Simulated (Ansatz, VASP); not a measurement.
# One calculation of LiH2, two programs

Contents of INCAR:

```
ALGO = Normal
EDIFF = 1E-6
ENCUT = 520
GGA = PE
ISIF = 2
ISMEAR = 0
LASPH = True
LCHARG = False
LREAL = False
LWAVE = False
NBANDS = 22
NELM = 60
PREC = Accurate
SIGMA = 0.1
```

KPOINTS

```
k-points
0
Gamma
  4 4 4
```

Contents of POSCAR:

```
LiH2
1.0
    4.9152997400      0.0000000000      0.0000000000
    0.0000000000      4.9152997400      0.0000000000
    0.0000000000      0.0000000000      4.7688803000
Li H
4 8
Direct
    0.7252988100      0.7252988100      0.0000000000
    0.2747011900      0.7252988100      0.5000000000
    0.7252988100      0.2747011900      0.5000000000
    0.2747011900      0.2747011900      0.0000000000
    0.5000000000      0.5000000000      0.7500000000
    0.0000000000      0.5000000000      0.2500000000
    0.5000000000      0.0000000000      0.2500000000
    0.0000000000      0.0000000000      0.7500000000
    0.0000000000      0.0000000000      0.2500000000
    0.5000000000      0.0000000000      0.7500000000
    0.0000000000      0.5000000000      0.7500000000
    0.5000000000      0.5000000000      0.2500000000
```

Input for Ansatz:

```yaml
crystal:
  lattice:
    - [4.91529974, 0.0, 0.0]
    - [0.0, 4.91529974, 0.0]
    - [0.0, 0.0, 4.7688803]
  atoms:
    - { symbol: Li, position: [0.72529881, 0.72529881, 0.0] }
    - { symbol: Li, position: [0.27470119, 0.72529881, 0.5] }
    - { symbol: Li, position: [0.72529881, 0.27470119, 0.5] }
    - { symbol: Li, position: [0.27470119, 0.27470119, 0.0] }
    - { symbol: H, position: [0.5, 0.5, 0.75] }
    - { symbol: H, position: [0.0, 0.5, 0.25] }
    - { symbol: H, position: [0.5, 0.0, 0.25] }
    - { symbol: H, position: [0.0, 0.0, 0.75] }
    - { symbol: H, position: [0.0, 0.0, 0.25] }
    - { symbol: H, position: [0.5, 0.0, 0.75] }
    - { symbol: H, position: [0.0, 0.5, 0.75] }
    - { symbol: H, position: [0.5, 0.5, 0.25] }
basis:
  ecutwfc: 420
kpoints:
  mp_grid: { grid: [4, 4, 4] }
hamiltonian:
  xc: pbe
scf:
  occupations: { method: gaussian, width: 0.1 }
  lower_state_search: "off"
output:
  forces: true
  stress: true
  eigenvalues: true
```

Alike in both runs: task single point; functional PBE; k mesh 4 × 4 × 4; occupations gaussian, width 0.1 eV; no spin polarisation.

```csv
,VASP,Ansatz
version,VASP 6.6.1,Ansatz 0.2.0
potentials or method,"VASP PAW PBE potentials, release 64 (Li_sv, H), cutoff 520 eV","scalar-relativistic, plane waves, PAW"
valence electrons in the cell,20,20
```

|  | VASP | Ansatz | Ansatz less VASP |
| --- | --- | --- | --- |
| gap on the k mesh at the Fermi level (eV) | none | none | - |
| rms of the force components (eV/Å) | 0.079 | 0.079 | -0.0001 |

Atom by atom the forces differ by 0.000 eV/Å (rms over components). A gap of «none» marks a metal or a gap that the smearing closes.

Noted on VASP's run: the cutoff is short for stress, so the pressure is rough.
